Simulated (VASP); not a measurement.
# CO2 (I-42d) in VASP: a series of runs

CO2 is run at these levels: BLYP, PBE+D3(BJ); tasks: relaxation of cell and atoms.

Program: VASP 6.6.1. These are calculated values, not measurements. Logs are shortened: lines on timing, memory, paths and dates and some standing lists are left out, and cuts for length are marked.

## Step 1: The cell of the first run

It takes space group I-42d (No. 122, tetragonal). The conventional cell has a = 3.949 Å, b = 3.949 Å, c = 6.028 Å, α = 90.00°, β = 90.00°, γ = 90.00°. O (site symmetry 2) has 2 C at 1.40 Å within 1.9 Å. C (site symmetry -4) has 4 O at 1.40 Å within 1.9 Å.

## Step 2: Relaxation of cell and atoms, BLYP

The input, INCAR:

```
SYSTEM = CO2
PREC = Accurate
ENCUT = 600
EDIFF = 1E-6
ISMEAR = -1
SIGMA = 0.05
LREAL = .False.
LASPH = .True.
NELM = 100
ALGO = Normal
ISIF = 3
LWAVE = .False.
LCHARG = .False.
GGA = B5
ALDAX = 1.0
AGGAX = 1.0
AGGAC = 1.0
ALDAC = 0.0
IBRION = 2
NSW = 60
EDIFFG = -0.01
```

The input, KPOINTS:

```
regular mesh
0
Gamma
  9 9 9
  0 0 0
```

The input, POSCAR:

```
CO2
1.0
   -1.9747270000      1.9747270000      3.0140580000
    1.9747270000     -1.9747270000      3.0140580000
    1.9747270000      1.9747270000     -3.0140580000
O C
4 2
Direct
    0.8750000000      0.9597980000      0.5847980000
    0.3750000000      0.2902020000      0.4152020000
    0.0402020000      0.6250000000      0.9152020000
    0.7097980000      0.1250000000      0.0847980000
    0.0000000000      0.0000000000      0.0000000000
    0.7500000000      0.2500000000      0.5000000000
```

Potentials or basis: VASP PAW PBE potentials, release 64 (O, C).

Launch:

```sh
> cat potpaw_PBE.64/O/POTCAR potpaw_PBE.64/C/POTCAR > POTCAR
> mpirun -np 1 vasp_std > vasp.out
```

OUTCAR:

```text
SYSTEM = CO2
   PREC = Accurate
   ENCUT = 600
   EDIFF = 1E-6
   ISMEAR = -1
   LREAL = .False.
   LASPH = .True.
   NELM = 100
   ISIF = 3
   GGA = B5
   IBRION = 2
   NSW = 60
   EDIFFG = -0.01

 ion  position               nearest neighbor table
   1  0.875  0.960  0.585-   5 1.40   6 1.40
   2  0.375  0.290  0.415-   5 1.40   6 1.40
   3  0.040  0.625  0.915-   6 1.40   5 1.40
   4  0.710  0.125  0.085-   5 1.40   6 1.40
   5  0.000  0.000  0.000-   1 1.40   2 1.40   4 1.40   3 1.40
   6  0.750  0.250  0.500-   1 1.40   3 1.40   4 1.40   2 1.40

  LATTYP: Found a body centered tetragonal cell.
 ALAT       =     3.9494540000
 C/A-ratio  =     1.5263162959

  Lattice vectors:

 A1 = (  -1.9747270000,   1.9747270000,   3.0140580000)
 A2 = (   1.9747270000,  -1.9747270000,   3.0140580000)
 A3 = (   1.9747270000,   1.9747270000,  -3.0140580000)

Analysis of symmetry for initial positions (statically):
=====================================================================
 Subroutine PRICEL returns:
 Original cell was already a primitive cell.

 Routine SETGRP: Setting up the symmetry group for a
 body centered tetragonal supercell.

 Subroutine GETGRP returns: Found  8 space group operations
 (whereof  4 operations were pure point group operations)
 out of a pool of 16 trial point group operations.

The static configuration has the point symmetry S_4 .
 The point group associated with its full space group is D_2d.

Analysis of symmetry for dynamics (positions and initial velocities):
=====================================================================
 Subroutine PRICEL returns:
 Original cell was already a primitive cell.

 Routine SETGRP: Setting up the symmetry group for a
 body centered tetragonal supercell.

 Subroutine GETGRP returns: Found  8 space group operations
 (whereof  4 operations were pure point group operations)
 out of a pool of 16 trial point group operations.

The dynamic configuration has the point symmetry S_4 .
 The point group associated with its full space group is D_2d.

 Subroutine INISYM returns: Found  8 space group operations
 (whereof  4 operations are pure point group operations),
 and found     1 'primitive' translations

----------------------------------------------------------------------------------------

                                     Primitive cell

[... 112 lines left out ...]
   EFERMI =   0.00;   METHOD = LEGACY
   ISMEAR =    -1;   SIGMA  =   0.05  broadening in eV -4-tet -1-fermi 0-gaus
   EFERMI_NEDOS =   21; number of points for ismear=-14 and -15
   IALGO  =     38    algorithm
   IMIX   =      4    mixing-type and parameters
     AMIX     =   0.40;   BMIX     =  1.00
     AMIX_MAG =   1.60;   BMIX_MAG =  1.00
  volume/ion in A,a.u.               =       7.84        52.88
  Fermi-wavevector in a.u.,A,eV,Ry     =   1.440068  2.721333 28.215694  2.073795
  Thomas-Fermi vector in A             =   2.558853
   LORBIT       =      0    0 simple, 1 ext, 2 COOP (PROOUT), +10 PAW based schemes
   GGA     = B5    functional components
   LHFCALC =     F    Hartree Fock is set to
   AEXX    =    0.0000 exact exchange contribution
   IVDW    =     0    specifies the selected vdW correction
   LEPSILON=     F    determine dielectric tensor
   LRPA    =     F    only Hartree local field effects (RPA)
 conjugate gradient relaxation of ions
 non-spin polarized calculation
  energy-cutoff  :      600.00
  volume of cell :       47.01
 maximum number of plane-waves:      1584
 NGX is ok and might be reduce to    36
   NGX = 17   NGY = 17   NGZ = 17

--------------------------------------- Ionic step        1  -------------------------------------------

 number of electron      31.9999994 magnetization

 Free energy of the ion-electron system (eV)
  ---------------------------------------------------
  ext. energy  EPLUGINS =         0.00000000
  ---------------------------------------------------
  free energy    TOTEN  =       -40.69168982 eV

  energy without entropy =      -40.69168982  energy(sigma->0) =      -40.69168982

------------------------ aborting loop because EDIFF is reached ----------------------------------------

  FORCE on cell =-STRESS in cart. coord.  units (eV):
  Direction    XX          YY          ZZ          XY          YZ          ZX
  --------------------------------------------------------------------------------------
  -------------------------------------------------------------------------------------
  Total        1.8430750      1.8430750      1.4035503      0.0000000      0.0000000      0.0000000
  in kB       62.8098643     62.8098643     47.8313727      0.0000000      0.0000000      0.0000000
  external PRESSURE =      57.8170338 kB  Pullay stress =       0.0000000 kB
[... 101 lines left out ...]
  FREE ENERGIE OF THE ION-ELECTRON SYSTEM (eV)
  ---------------------------------------------------
  free  energy   TOTEN  =       -40.7090270856 eV

  energy  without entropy=      -40.7090270856  energy(sigma->0) =      -40.70902709

[... ionic steps 4 to 8 ...]

--------------------------------------- Ionic step        9  -------------------------------------------

 number of electron      32.0000000 magnetization

------------------------ aborting loop because EDIFF is reached ----------------------------------------
[... 75 lines left out ...]
--------------------------------------- Ionic step       11  -------------------------------------------

 number of electron      32.0000000 magnetization

 Free energy of the ion-electron system (eV)
  ---------------------------------------------------
  ext. energy  EPLUGINS =         0.00000000
  ---------------------------------------------------
  free energy    TOTEN  =       -40.71463087 eV

  energy without entropy =      -40.71463087  energy(sigma->0) =      -40.71463087

 E-fermi :   3.1065     XC(G=0): -10.5303

 val. band max:        2.0303914948   @ k =  -0.4444   0.4444   0.4444
 cond. band min:       9.6525308131   @ k =   0.0000   0.0000   0.0000
 fundamental gap:      7.6221393183
 Fermi energy:         3.1064520769

 k-point     1 :       0.0000    0.0000    0.0000
  band No.  band energies     occupation
      1     -21.4851      2.00000
      2     -16.6311      2.00000
      3     -16.6311      2.00000
      4     -15.9912      2.00000
      5     -12.2419      2.00000
      6      -7.2959      2.00000
[... 541 lines left out ...]
     19      11.5729      0.00000
     20      11.6896      0.00000

 [... further k-points ...]
[... 5 lines left out ...]
  --------------------------------------------------------------------------------------
  -------------------------------------------------------------------------------------
  Total        0.0054332      0.0054332      0.0122173      0.0000000      0.0000000      0.0000000
  in kB        0.1796286      0.1796286      0.4039212      0.0000000      0.0000000      0.0000000
  external PRESSURE =       0.2543928 kB  Pullay stress =       0.0000000 kB
[... 21 lines left out ...]
  FREE ENERGIE OF THE ION-ELECTRON SYSTEM (eV)
  ---------------------------------------------------
  free  energy   TOTEN  =       -40.7146308741 eV

  energy  without entropy=      -40.7146308740  energy(sigma->0) =      -40.71463087

 reached required accuracy - stopping structural energy minimisation
```

OSZICAR:

```text
N       E                     dE             d eps       ncg     rms          rms(c)
DAV:   1     0.206838627069E+03    0.20684E+03   -0.20891E+04  3000   0.179E+03
DAV:   2    -0.353316759601E+02   -0.24217E+03   -0.23496E+03  4060   0.365E+02
DAV:   3    -0.441375343936E+02   -0.88059E+01   -0.87720E+01  3600   0.755E+01
DAV:   4    -0.442423983370E+02   -0.10486E+00   -0.10457E+00  3796   0.885E+00
[... 85 lines left out ...]
DAV:   1    -0.407150500185E+02   -0.65565E-03   -0.24618E-02  3004   0.145E+00    0.158E-01
DAV:   2    -0.407146906841E+02    0.35933E-03   -0.10804E-03  3536   0.281E-01    0.623E-02
DAV:   3    -0.407146378461E+02    0.52838E-04   -0.16132E-04  3460   0.898E-02    0.204E-02
DAV:   4    -0.407146315270E+02    0.63191E-05   -0.19073E-05  3588   0.367E-02    0.732E-03
DAV:   5    -0.407146308741E+02    0.65288E-06   -0.53771E-06  3256   0.185E-02
  11 F= -.40714631E+02 E0= -.40714631E+02  d E =-.545168E-04
```

CONTCAR:

```text
CO2
   1.00000000000000
    -2.0037008273976236    2.0037008273976236    3.0176023718050780
     2.0037008273976236   -2.0037008273976236    3.0176023718050780
     2.0037008273976236    2.0037008273976236   -3.0176023718050780
  O               C
     4     2
Direct
     0.8750000000000000    0.9625979651033948    0.5875979651033948
     0.3750000000000000    0.2874020348966052    0.4124020348966052
     0.0374020348966051    0.6250000000000000    0.9124020348966052
     0.7125979651033948    0.1250000000000000    0.0875979651033948
     0.0000000000000000    0.0000000000000000    0.0000000000000000
     0.7500000000000000    0.2500000000000000    0.5000000000000000

  0.00000000E+00  0.00000000E+00  0.00000000E+00
  0.00000000E+00  0.00000000E+00  0.00000000E+00
  0.00000000E+00  0.00000000E+00  0.00000000E+00
  0.00000000E+00  0.00000000E+00  0.00000000E+00
  0.00000000E+00  0.00000000E+00  0.00000000E+00
  0.00000000E+00  0.00000000E+00  0.00000000E+00
```

Wall time 6.9 min (1 thread of Intel Xeon Platinum 8488C (Sapphire Rapids), shared host); peak memory 0.23 GiB.

What came out:

- Free energy: -40.7146 eV
- Relaxed volume: 8.08 Å³/atom
- Relaxed cell: a = 4.140 Å, b = 4.140 Å, c = 4.140 Å, α = 122.10°, β = 122.10°, γ = 86.40°
- Space group after relaxing (to 0.1 Å): I-42d (No. 122)
- Energy gained by relaxing: 3.8 meV/atom
- Ionic steps: 11
- Pressure after relaxing: 0.0 GPa
- Largest force after relaxing: 0.004 eV/Å
- Band gap on the k mesh: 7.62 eV (least direct gap 7.98 eV)

Forces on the atoms (eV/Å):
```
O    0.004  0.000  0.000
O   -0.004  0.000  0.000
O    0.000 -0.004  0.000
O    0.000  0.004  0.000
C    0.000  0.000  0.000
C    0.000  0.000  0.000
```

The path:
| step | energy change (eV) | largest force (eV/Å) | pressure (GPa) | volume (Å³) |
| --- | --- | --- | --- | --- |
| 1 | 0.0000 | 0.2122 | 5.78 | 47.01 |
| 2 | 0.0085 | 0.5317 | -5.63 | 48.96 |
| 3 | -0.0173 | 0.1338 | 0.38 | 47.88 |
| 4 | -0.0201 | 0.0802 | 0.15 | 48.09 |
| 5 | -0.0216 | 0.0282 | -0.05 | 48.30 |
| 6 | -0.0207 | 0.0731 | -0.46 | 48.73 |
| 7 | -0.0218 | 0.0022 | -0.14 | 48.43 |
| 8 | -0.0226 | 0.0081 | 0.05 | 48.42 |
| 9 | -0.0229 | 0.0161 | 0.27 | 48.41 |
| 10 | -0.0227 | 0.0441 | -0.55 | 48.55 |
| 11 | -0.0229 | 0.0039 | 0.03 | 48.46 |

Final structure:
```
CELL_PARAMETERS angstrom
-2.00370 2.00370 3.01760
2.00370 -2.00370 3.01760
2.00370 2.00370 -3.01760
ATOMIC_POSITIONS crystal
O 0.87500 0.96260 0.58760
O 0.37500 0.28740 0.41240
O 0.03740 0.62500 0.91240
O 0.71260 0.12500 0.08760
C 0.00000 0.00000 0.00000
C 0.75000 0.25000 0.50000
```

Caveat: the PAW data sets were made with another functional, which shifts forces and pressure a little.

## Step 3: Relaxation of cell and atoms, PBE+D3(BJ)

The input, INCAR:

```
PREC = Accurate
ENCUT = 600
EDIFF = 1E-7
ISMEAR = -1
SIGMA = 0.05
LREAL = F
LASPH = T
NELM = 60
ALGO = Normal
ISIF = 3
LWAVE = F
LCHARG = F
GGA = PE
IVDW = 12
IBRION = 2
NSW = 60
EDIFFG = -0.01
```

The input, KPOINTS:

```
Automatic mesh
0
Gamma
  9 9 9
```

POSCAR is that of step 2.

Potentials or basis: VASP PAW PBE potentials, release 64 (O, C).

Launch:

```sh
> cat potpaw_PBE.64/O/POTCAR potpaw_PBE.64/C/POTCAR > POTCAR
> mpirun -np 1 vasp_std > vasp.out
```

OUTCAR:

```text
PREC = Accurate
   ENCUT = 600
   EDIFF = 1E-7
   ISMEAR = -1
   LREAL = F
   LASPH = T
   NELM = 60
   ISIF = 3
   GGA = PE
   IVDW = 12
   IBRION = 2
   NSW = 60
   EDIFFG = -0.01
 IVDW          = 12

 ion  position               nearest neighbor table
   1  0.875  0.960  0.585-   5 1.40   6 1.40
   2  0.375  0.290  0.415-   5 1.40   6 1.40
   3  0.040  0.625  0.915-   6 1.40   5 1.40
   4  0.710  0.125  0.085-   5 1.40   6 1.40
   5  0.000  0.000  0.000-   1 1.40   2 1.40   4 1.40   3 1.40
   6  0.750  0.250  0.500-   1 1.40   3 1.40   4 1.40   2 1.40

  LATTYP: Found a body centered tetragonal cell.
 ALAT       =     3.9494540000
 C/A-ratio  =     1.5263162959

  Lattice vectors:

 A1 = (  -1.9747270000,   1.9747270000,   3.0140580000)
 A2 = (   1.9747270000,  -1.9747270000,   3.0140580000)
 A3 = (   1.9747270000,   1.9747270000,  -3.0140580000)
[... 187 lines left out ...]

------------------------ aborting loop because EDIFF is reached ----------------------------------------

 Edisp (eV)   -0.60181

 E8    (eV) :    -0.1539
[... 167 lines left out ...]
--------------------------------------- Ionic step        5  -------------------------------------------

 number of electron      31.9999993 magnetization

 Free energy of the ion-electron system (eV)
  ---------------------------------------------------
  ext. energy  EPLUGINS =         0.00000000
  ---------------------------------------------------
  free energy    TOTEN  =       -43.44561331 eV

  energy without entropy =      -43.44561331  energy(sigma->0) =      -43.44561331

 E-fermi :   3.3280     XC(G=0): -11.1510

 val. band max:        2.2544114887   @ k =  -0.4444   0.4444   0.4444
 cond. band min:       9.9151286206   @ k =   0.0000   0.0000   0.0000
 fundamental gap:      7.6607171319
 Fermi energy:         3.3280140349

 k-point     1 :       0.0000    0.0000    0.0000
  band No.  band energies     occupation
      1     -21.7591      2.00000
      2     -16.6706      2.00000
      3     -16.6706      2.00000
      4     -15.9802      2.00000
      5     -12.2512      2.00000
      6      -7.3611      2.00000
[... 541 lines left out ...]
     19      12.0275      0.00000
     20      12.1741      0.00000

 [... further k-points ...]

------------------------ aborting loop because EDIFF is reached ----------------------------------------

 Edisp (eV)   -0.61089

 E8    (eV) :    -0.1563
[... 29 lines left out ...]
  FREE ENERGIE OF THE ION-ELECTRON SYSTEM (eV)
  ---------------------------------------------------
  free  energy   TOTEN  =       -44.0565045257 eV

  energy  without entropy=      -44.0565045257  energy(sigma->0) =      -44.05650453

 reached required accuracy - stopping structural energy minimisation
```

OSZICAR:

```text
N       E                     dE             d eps       ncg     rms          rms(c)
DAV:   1     0.203554529825E+03    0.20355E+03   -0.20817E+04  3000   0.178E+03
DAV:   2    -0.376083202443E+02   -0.24116E+03   -0.23398E+03  4056   0.363E+02
DAV:   3    -0.463562443901E+02   -0.87479E+01   -0.87136E+01  3600   0.750E+01
[... 45 lines left out ...]
DAV:   3    -0.434456248248E+02    0.45819E-04   -0.99555E-05  3568   0.878E-02    0.300E-02
DAV:   4    -0.434456138976E+02    0.10927E-04   -0.38150E-05  3580   0.555E-02    0.568E-03
DAV:   5    -0.434456135366E+02    0.36103E-06   -0.41605E-06  3520   0.170E-02    0.284E-03
DAV:   6    -0.434456133495E+02    0.18706E-06   -0.28791E-07  2988   0.440E-03    0.125E-03
DAV:   7    -0.434456133112E+02    0.38348E-07   -0.10778E-07  1880   0.273E-03
   5 F= -.44056505E+02 E0= -.44056505E+02  d E =-.188475E-02
```

CONTCAR:

```text
CO2
   1.00000000000000
    -1.9702768550387135    1.9702768550387135    2.9858502184845901
     1.9702768550387135   -1.9702768550387135    2.9858502184845901
     1.9702768550387135    1.9702768550387135   -2.9858502184845901
  O               C
     4     2
Direct
     0.8750000000000000    0.9574680550950552    0.5824680550950552
     0.3750000000000000    0.2925319449049448    0.4175319449049448
     0.0425319449049448    0.6250000000000000    0.9175319449049449
     0.7074680550950551    0.1250000000000000    0.0824680550950552
     0.0000000000000000    0.0000000000000000    0.0000000000000000
     0.7500000000000000    0.2500000000000000    0.5000000000000000

  0.00000000E+00  0.00000000E+00  0.00000000E+00
  0.00000000E+00  0.00000000E+00  0.00000000E+00
  0.00000000E+00  0.00000000E+00  0.00000000E+00
  0.00000000E+00  0.00000000E+00  0.00000000E+00
  0.00000000E+00  0.00000000E+00  0.00000000E+00
  0.00000000E+00  0.00000000E+00  0.00000000E+00
```

It took 3.3 min on 1 thread of Intel Xeon Platinum 8488C (Sapphire Rapids), shared host; peak memory 0.25 GiB.

Results:

```
Free energy                           : -44.0565 eV
Relaxed volume                        : 7.73 Å³/atom
Relaxed cell                          : a = 4.084 Å, b = 4.084 Å, c = 4.084 Å, α = 122.31°, β = 122.31°, γ = 86.04°
Space group after relaxing (to 0.1 Å) : I-42d (No. 122)
Energy gained by relaxing             : 1.0 meV/atom
Ionic steps                           : 5
Pressure after relaxing               : 0.0 GPa
Largest force after relaxing          : 0.005 eV/Å
Band gap on the k mesh                : 7.66 eV (least direct gap 8.06 eV)
Dispersion energy per atom            : -0.102 eV
```

Forces in eV/Å, atoms in the order of the input:
```
O   -0.005  0.000  0.000
O    0.005  0.000  0.000
O    0.000  0.005  0.000
O    0.000 -0.005  0.000
C    0.000  0.000  0.000
C    0.000  0.000  0.000
```

Stress tensor (GPa, compression positive):
```
-0.09  0.00  0.00
 0.00 -0.09  0.00
 0.00  0.00  0.13
```

Step by step:
| step | energy change (eV) | largest force (eV/Å) | pressure (GPa) | volume (Å³) |
| --- | --- | --- | --- | --- |
| 1 | 0.0000 | 0.0648 | -1.78 | 47.01 |
| 2 | -0.0041 | 0.1453 | 0.83 | 46.43 |
| 3 | -0.0041 | 0.1409 | 0.69 | 46.46 |
| 4 | -0.0057 | 0.0473 | -0.30 | 46.33 |
| 5 | -0.0060 | 0.0048 | -0.02 | 46.36 |

Final structure:
```
CELL_PARAMETERS angstrom
-1.97028 1.97028 2.98585
1.97028 -1.97028 2.98585
1.97028 1.97028 -2.98585
ATOMIC_POSITIONS crystal
O 0.87500 0.95747 0.58247
O 0.37500 0.29253 0.41753
O 0.04253 0.62500 0.91753
O 0.70747 0.12500 0.08247
C 0.00000 0.00000 0.00000
C 0.75000 0.25000 0.50000
```

Levels at points of the mesh, in eV from the valence-band top:
```
           k point  band 14  band 15  band 16  band 17  band 18  band 19
(0.00, 0.00, 0.00)    -0.84    -0.84    -0.40     7.66     9.20     9.30
```

A k mesh can miss the band edges.
